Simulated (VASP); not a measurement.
Wanted: the native input for a VASP 6.6.1 run.

```yaml
Task: relaxation of cell and atoms
Functional: LDA
Potentials_or_basis: VASP PAW LDA potentials, release 64 (Ga_d, As)
Cutoff: 500 eV
k_mesh: 8 × 8 × 8
Occupations: gaussian, width 0.01 eV
Spin: no spin polarisation
Target_pressure: 4 GPa
Dipole_correction: no
Further_INCAR_settings: ALGO = Normal; EDIFF = 1e-07; IBRION = 2; EDIFFG = -0.002; NSW = 100; ISIF = 3
```

The structure of GaAs lies in POSCAR:

```
GaAs
1.0
    2.8014470115      2.8014470115      0.0000000000
   -2.8014470115      2.8014470115      0.0000000000
    0.0000000000      2.8014470115      2.8014470115
Ga As
1 1
Direct
    0.0000000000      0.0000000000      0.0000000000
    0.7500000000      0.2500000000      0.5000000000
```

These files were run (other wordings do the same):

INCAR

```
ALGO = Normal ; EDIFF = 1E-7
EDIFFG = -0.002 ; ENCUT = 500
GGA = CA ; GGA_COMPAT = F
IBRION = 2 ; ISIF = 3
ISMEAR = 0 ; LASPH = T
LCHARG = F ; LREAL = F
LWAVE = F ; NELM = 120
NELMIN = 4 ; NSW = 100
PREC = Accurate ; PSTRESS = 40.0
SIGMA = 0.01
```

KPOINTS

```
k-points
0
Gamma
  8 8 8
```

Potentials or basis: VASP PAW LDA potentials, release 64 (Ga_d, As).

Launch:

```console
$ cat potpaw_LDA.64/Ga_d/POTCAR potpaw_LDA.64/As/POTCAR > POTCAR
$ mpirun -np 1 vasp_std > vasp.out
```

Results of the run:

```
Relaxed volume                                             : 21.04 Å³/atom
Relaxed cell                                               : a = 3.904 Å, b = 3.904 Å, c = 3.904 Å, α = 60.00°, β = 60.00°, γ = 90.00°
Space group after relaxing (to 0.1 Å)                      : F-43m (No. 216)
Energy change on relaxing (the run minimises the enthalpy) : +12.2 meV/atom
Ionic steps                                                : 6
Pressure after relaxing                                    : 4.0 GPa
Band gap on the k mesh                                     : 0.88 eV
```

Caveat: the cell is relaxed towards a set pressure, so the run minimises the enthalpy, not the energy.

Run time: 55 s on 1 thread of Intel(R) Xeon(R) Platinum 8259CL CPU @ 2.50GHz (Skylake/Cascade Lake) (shared host), peak memory 0.16 GiB.
